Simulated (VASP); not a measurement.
Write the native input for VASP 6.6.1 that does the following.

```
Task                   : relaxation of cell and atoms
Functional             : PBE
Potentials or basis    : VASP PAW PBE potentials, release 64 (Rb_sv)
Cutoff                 : 600 eV
k mesh                 : 10 × 10 × 10
Occupations            : fermi-dirac, width 0.08 eV
Spin                   : no spin polarisation
Target pressure        : 0.43 GPa
Dipole correction      : no
Further INCAR settings : ALGO = Normal; EDIFF = 1e-06; IBRION = 2; EDIFFG = -0.005; NSW = 60; ISIF = 3
```

The structure of Rb lies in POSCAR:

```
Rb
1.0
   -2.7247846308      2.7247846308      2.7247846308
    2.7247846308     -2.7247846308      2.7247846308
    2.7247846308      2.7247846308     -2.7247846308
Rb
1
Direct
    0.0000000000      0.0000000000      0.0000000000
```

One way to write it, as run:

INCAR

```
SYSTEM = Rb
ALGO = Normal ; EDIFF = 1E-6
EDIFFG = -0.005 ; ENCUT = 600
GGA = PE ; IBRION = 2
ISIF = 3 ; ISMEAR = -1
LASPH = .True. ; LCHARG = .False.
LREAL = .False. ; LWAVE = .False.
NELM = 100 ; NSW = 60
PREC = Accurate ; PSTRESS = 4.3
SIGMA = 0.08
```

KPOINTS

```
k-points
0
Gamma
  10 10 10
  0 0 0
```

Potentials or basis: VASP PAW PBE potentials, release 64 (Rb_sv).

The run is started by

```sh
$ cat potpaw_PBE.64/Rb_sv/POTCAR > POTCAR
$ mpirun -np 1 vasp_std > vasp.out
```

Results of the run:

```json
{"Relaxed volume": "80.86 Å³/atom", "Relaxed cell": "a = 4.718 Å, b = 4.718 Å, c = 4.718 Å, α = 109.47°, β = 109.47°, γ = 109.47°", "Space group after relaxing (to 0.1 Å)": "Im-3m (No. 229)", "Energy change on relaxing (the run minimises the enthalpy)": "+0.2 meV/atom", "Ionic steps": "2", "Pressure after relaxing": "0.4 GPa", "Band gap on the k mesh": "zero (an odd number of electrons rules out a gap without spin polarisation)"}
```

Caveat: the cell is relaxed towards a set pressure, so the run minimises the enthalpy, not the energy.

Wall time 16 s on 1 thread of Intel(R) Xeon(R) 6975P-C (Granite Rapids), on a shared host, peak memory 0.25 GiB.
